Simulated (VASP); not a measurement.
A run of VASP 6.6.1:

The input INCAR:

```
SYSTEM = AlCu5
  ALGO = Normal
  EDIFF = 1E-6
  ENCUT = 520
  GGA = PE
  ISIF = 2
  ISMEAR = 0
  LASPH = .True.
  LCHARG = .False.
  LREAL = .False.
  LWAVE = .False.
  NBANDS = 38
  NELM = 100
  PREC = Accurate
  SIGMA = 0.1
```

The input KPOINTS:

```
k-points
0
Gamma
  4 4 4
  0 0 0
```

The input POSCAR:

```
AlCu5
1.0
    4.4024896400      0.0000000000      0.0000000000
    0.0000000000      4.4024896400      0.0000000000
    0.0000000000      0.0000000000      4.1362655600
Al Cu
1 5
Direct
    0.5000000000      0.5000000000      0.0000000000
    0.2709018500      0.0000000000      0.5000000000
    0.7290981500      0.0000000000      0.5000000000
    0.0000000000      0.2709018500      0.5000000000
    0.0000000000      0.7290981500      0.5000000000
    0.0000000000      0.0000000000      0.0000000000
```

Potentials or basis: VASP PAW PBE potentials, release 64 (Al, Cu).

Command:

```bash
$ cat potpaw_PBE.64/Al/POTCAR potpaw_PBE.64/Cu/POTCAR > POTCAR
$ mpirun -np 1 vasp_std > vasp.out
```

Hardware: 1 thread of Intel(R) Xeon(R) 6975P-C (Granite Rapids), with other jobs on the host.

Problem. How long does it take, and how much memory?

Solution. Wall time 33 s on 1 thread of Intel(R) Xeon(R) 6975P-C (Granite Rapids), with other jobs on the host, peak memory 0.2 GiB. Counts: scf iterations 15, k points 18.
